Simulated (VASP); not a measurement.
# HfC (rocksalt type) (Fm-3m) in VASP: a series of runs

HfC (rocksalt type) is run at these levels: PBE; tasks: single point.

Program: VASP 6.6.1. These are calculated values, not measurements. Logs are shortened: lines on timing, memory, paths and dates and some standing lists are left out, and cuts for length are marked.

## 1. The cell of the first run

It takes space group Fm-3m (No. 225, cubic). The conventional cell has a = 4.491 Å, b = 4.491 Å, c = 4.491 Å, α = 90.00°, β = 90.00°, γ = 90.00°. Within 3.0 Å of Hf (site symmetry m-3m) lie 6 C at 2.25 Å. Within 3.0 Å of C (site symmetry m-3m) lie 6 Hf at 2.25 Å.

## 2. Single point, PBE (volume scaled by 0.9)

Input file INCAR:

```
SYSTEM = HfC
ALGO = Normal
EDIFF = 1E-6
ENCUT = 520
GGA = PE
ISIF = 2
ISMEAR = -1
LASPH = .True.
LCHARG = .True.
LELF = .True.
LREAL = .False.
LVHAR = .True.
LWAVE = .False.
NBANDS = 14
NELM = 100
PREC = Accurate
SIGMA = 0.08
```

Input file KPOINTS:

```
k-points
0
Gamma
  15 15 15
  0 0 0
```

Input file POSCAR:

```
HfC
1.0
    0.0000000000      2.2453061152      2.2453061152
    2.2453061152      0.0000000000      2.2453061152
    2.2453061152      2.2453061152      0.0000000000
Hf C
1 1
Direct
    0.0000000000      0.0000000000      0.0000000000
    0.5000000000      0.5000000000      0.5000000000
```

Potentials or basis: VASP PAW PBE potentials, release 64 (Hf_pv, C).

Launch:

```
$ cat potpaw_PBE.64/Hf_pv/POTCAR potpaw_PBE.64/C/POTCAR > POTCAR
$ mpirun -np 1 vasp_std > vasp.out
```

OUTCAR:

```text
SYSTEM = HfC
   EDIFF = 1E-6
   ENCUT = 520
   GGA = PE
   ISIF = 2
   ISMEAR = -1
   LASPH = .True.
   LREAL = .False.
   NELM = 100
   PREC = Accurate

 ion  position               nearest neighbor table
   1  0.000  0.000  0.000-   2 2.25   2 2.25   2 2.25   2 2.25   2 2.25   2 2.25
   2  0.500  0.500  0.500-   1 2.25   1 2.25   1 2.25   1 2.25   1 2.25   1 2.25

  LATTYP: Found a face centered cubic cell.
 ALAT       =     4.4906122304

  Lattice vectors:

 A1 = (   0.0000000000,   2.2453061152,   2.2453061152)
 A2 = (   2.2453061152,   0.0000000000,   2.2453061152)
 A3 = (   2.2453061152,   2.2453061152,   0.0000000000)

Analysis of symmetry for initial positions (statically):
=====================================================================
 Subroutine PRICEL returns:
 Original cell was already a primitive cell.

 Routine SETGRP: Setting up the symmetry group for a
 face centered cubic supercell.

 Subroutine GETGRP returns: Found 48 space group operations
 (whereof 48 operations were pure point group operations)
 out of a pool of 48 trial point group operations.

The static configuration has the point symmetry O_h .

Analysis of symmetry for dynamics (positions and initial velocities):
=====================================================================
 Subroutine PRICEL returns:
 Original cell was already a primitive cell.

 Routine SETGRP: Setting up the symmetry group for a
 face centered cubic supercell.

 Subroutine GETGRP returns: Found 48 space group operations
 (whereof 48 operations were pure point group operations)
 out of a pool of 48 trial point group operations.

The dynamic configuration has the point symmetry O_h .

 Subroutine INISYM returns: Found 48 space group operations
 (whereof 48 operations are pure point group operations),
 and found     1 'primitive' translations

----------------------------------------------------------------------------------------

                                     Primitive cell

  volume of cell :      22.6390

  direct lattice vectors                    reciprocal lattice vectors
     0.000000000  2.245306115  2.245306115    -0.222686785  0.222686785  0.222686785
     2.245306115  0.000000000  2.245306115     0.222686785 -0.222686785  0.222686785
     2.245306115  2.245306115  0.000000000     0.222686785  0.222686785 -0.222686785

  length of vectors
     3.175342360  3.175342360  3.175342360     0.385704826  0.385704826  0.385704826

[... 89 lines left out ...]
   TEBEG  =    0.0;   TEEND  =   0.0 temperature during run
   PSTRESS=    0.0 pullay stress
   NELECT =      14.0000    total number of electrons
   NUPDOWN=      -1.0000    fix difference up-down
   EMIN   =  10.00;   EMAX   =-10.00  energy-range for DOS
   EFERMI =   0.00;   METHOD = LEGACY
   ISMEAR =    -1;   SIGMA  =   0.08  broadening in eV -4-tet -1-fermi 0-gaus
   EFERMI_NEDOS =   21; number of points for ismear=-14 and -15
   IALGO  =     38    algorithm
   IMIX   =      4    mixing-type and parameters
     AMIX     =   0.40;   BMIX     =  1.00
     AMIX_MAG =   1.60;   BMIX_MAG =  1.00
  volume/ion in A,a.u.               =      11.32        76.39
  Fermi-wavevector in a.u.,A,eV,Ry     =   1.394757  2.635709 26.468062  1.945348
  Thomas-Fermi vector in A             =   2.518275
   LORBIT       =      0    0 simple, 1 ext, 2 COOP (PROOUT), +10 PAW based schemes
   GGA     = PE    functional components
   LHFCALC =     F    Hartree Fock is set to
   AEXX    =    0.0000 exact exchange contribution
   IVDW    =     0    specifies the selected vdW correction
   LEPSILON=     F    determine dielectric tensor
   LRPA    =     F    only Hartree local field effects (RPA)
 non-spin polarized calculation
  energy-cutoff  :      520.00
  volume of cell :       22.64
 maximum number of plane-waves:       620
   NGX = 11   NGY = 11   NGZ = 11

 number of electron      13.9999999 magnetization

 Free energy of the ion-electron system (eV)
  ---------------------------------------------------
  ext. energy  EPLUGINS =         0.00000000
  ---------------------------------------------------
  free energy    TOTEN  =       -20.83547595 eV

  energy without entropy =      -20.82942544  energy(sigma->0) =      -20.83245069

 E-fermi :   6.7668     XC(G=0): -12.8116

 val. band max:        6.7591664144   @ k =   0.3333   0.2667   0.0000
 cond. band min:       6.7709621688   @ k =   0.4000   0.3333   0.0000
 fundamental gap:      0.0117957544
 Fermi energy:         6.7667731402

 k-point     1 :       0.0000    0.0000    0.0000
  band No.  band energies     occupation
      1     -22.2721      2.00000
      2     -22.2721      2.00000
      3     -22.2721      2.00000
      4      -6.0519      2.00000
      5       7.8422      0.00000
      6       7.8422      0.00000
      7       7.8422      0.00000
      8       8.1968      0.00000
      9       8.1968      0.00000
     10       8.1968      0.00000
     11      10.5058      0.00000
     12      10.5058      0.00000
     13      14.9034      0.00000
     14      18.0930      0.00000
[... 377 lines left out ...]
      1     -22.5600      2.00000
      2     -22.3561      2.00000
      3     -22.3454      2.00000
      4      -4.9963      2.00000
      5       4.0663      2.00000
      6       5.9758      1.99990
      7       6.2866      1.99507
      8       7.4935      0.00023
      9      10.5868      0.00000
     10      10.9146      0.00000
     11      11.7868      0.00000
     12      13.9464      0.00000
     13      17.4325      0.00000
     14      20.9043      0.00000

 [... further k-points ...]

------------------------ aborting loop because EDIFF is reached ----------------------------------------

  FORCE on cell =-STRESS in cart. coord.  units (eV):
  Direction    XX          YY          ZZ          XY          YZ          ZX
  --------------------------------------------------------------------------------------
  -------------------------------------------------------------------------------------
  Total        4.2725470      4.2725470      4.2725470      0.0000000     -0.0000000      0.0000000
  in kB      302.3714319    302.3714319    302.3714319      0.0000000     -0.0000000      0.0000000
  external PRESSURE =     302.3714319 kB  Pullay stress =       0.0000000 kB

 VOLUME and BASIS-vectors are now :
 -----------------------------------------------------------------------------
  energy-cutoff  :      520.00
  volume of cell :       22.64
      direct lattice vectors                 reciprocal lattice vectors
     0.000000000  2.245306115  2.245306115    -0.222686785  0.222686785  0.222686785
     2.245306115  0.000000000  2.245306115     0.222686785 -0.222686785  0.222686785
     2.245306115  2.245306115  0.000000000     0.222686785  0.222686785 -0.222686785

 POSITION                                       TOTAL-FORCE (eV/Angst)
 -----------------------------------------------------------------------------------
      0.00000      0.00000      0.00000        -0.000000      0.000000      0.000000
      2.24531      2.24531      2.24531         0.000000      0.000000      0.000000
 -----------------------------------------------------------------------------------
    total drift:                                0.000000     -0.000000     -0.000000

  FREE ENERGIE OF THE ION-ELECTRON SYSTEM (eV)
  ---------------------------------------------------
  free  energy   TOTEN  =       -20.8354759452 eV

  energy  without entropy=      -20.8294254441  energy(sigma->0) =      -20.83245069
```

OSZICAR:

```text
N       E                     dE             d eps       ncg     rms          rms(c)
DAV:   1     0.267198334099E+02    0.26720E+02   -0.74418E+03  3360   0.970E+02
DAV:   2    -0.224266816159E+02   -0.49147E+02   -0.46432E+02  4238   0.208E+02
DAV:   3    -0.239068608936E+02   -0.14802E+01   -0.14753E+01  4212   0.269E+01
DAV:   4    -0.239123832961E+02   -0.55224E-02   -0.55214E-02  3828   0.202E+00
DAV:   5    -0.239124116713E+02   -0.28375E-04   -0.28375E-04  4182   0.127E-01    0.688E+01
DAV:   6    -0.208564839547E+02    0.30559E+01   -0.11132E+01  3846   0.183E+01    0.481E+01
DAV:   7    -0.208438825751E+02    0.12601E-01   -0.54194E-01  4278   0.503E+00    0.247E+01
DAV:   8    -0.208391095231E+02    0.47731E-02   -0.39267E-02  4008   0.148E+00    0.411E+00
DAV:   9    -0.208358059964E+02    0.33035E-02   -0.15863E-02  3918   0.657E-01    0.171E+00
DAV:  10    -0.208354778291E+02    0.32817E-03   -0.11643E-03  4134   0.251E-01    0.628E-02
DAV:  11    -0.208354765273E+02    0.13018E-05   -0.59693E-05  3954   0.660E-02    0.245E-02
DAV:  12    -0.208354759452E+02    0.58212E-06   -0.14955E-06  3420   0.109E-02
   1 F= -.20835476E+02 E0= -.20832451E+02  d E =-.605050E-02
```

stdout:

```text
POSCAR found type information on POSCAR HfC
 POSCAR found :  2 types and       2 ions
 scaLAPACK will be used
 LDA part: xc-table for (Slater+PW92), standard interpolation
 POSCAR, INCAR and KPOINTS ok, starting setup
 FFT: planning ... GRIDC
 FFT: planning ... GRID_SOFT
 FFT: planning ... GRID
 WAVECAR not read
 entering main loop
```

It took 21 s on 1 thread of Intel Xeon 6975P-C (Granite Rapids), shared host; peak memory 0.17 GiB.

Results:

```yaml
Free_energy: -20.8355 eV
Pressure: 30.2 GPa
Band_gap_on_the_k_mesh: zero (band 7 reaches 7.84 eV, above the bottom of band 8 at 6.36 eV)
```

Caveat: the cell differs from its parent crystal (volume scaled by 0.9); spin-orbit coupling is left out, which moves the levels of the heavy elements.

## 3. Single point, PBE

This run uses another cell than the first one, of 12.58 Å³/atom, 1.111 times its volume.

Input file INCAR:

```
SYSTEM = HfC
  ALGO = Normal
  EDIFF = 1E-6
  ENCUT = 520
  GGA = PE
  ISIF = 2
  ISMEAR = -1
  LASPH = .True.
  LCHARG = .False.
  LREAL = .False.
  LWAVE = .False.
  NBANDS = 14
  NELM = 80
  PREC = Accurate
  SIGMA = 0.08
```

KPOINTS is that of step 2.

Input file POSCAR:

```
HfC
1.0
    0.0000000000      2.3255627157      2.3255627157
    2.3255627157      0.0000000000      2.3255627157
    2.3255627157      2.3255627157      0.0000000000
Hf C
1 1
Direct
    0.0000000000      0.0000000000      0.0000000000
    0.5000000000      0.5000000000      0.5000000000
```

Potentials or basis: VASP PAW PBE potentials, release 64 (Hf_pv, C).

Launch:

```
$ cat potpaw_PBE.64/Hf_pv/POTCAR potpaw_PBE.64/C/POTCAR > POTCAR
$ mpirun -np 1 vasp_std > vasp.out
```

Run time: 22 s. Hardware: 1 thread of Intel Xeon 6975P-C (Granite Rapids), shared host; peak memory 0.17 GiB.

The run converged. Its results:

| Quantity | Value |
| --- | --- |
| Free energy | -21.0484 eV |
| Pressure | -0.6 GPa |
| Band gap on the k mesh | zero (band 7 reaches 6.95 eV, above the bottom of band 8 at 5.52 eV) |

Levels at points of the mesh, in eV from the Fermi level:
```csv
k point,band 4,band 5,band 6,band 7,band 8,band 9,band 10,band 11
"(0.00, 0.00, 0.00)",-12.28,1.02,1.02,1.02,1.42,1.42,1.42,3.41
```

Caveat: spin-orbit coupling is left out, which moves the levels of the heavy elements.
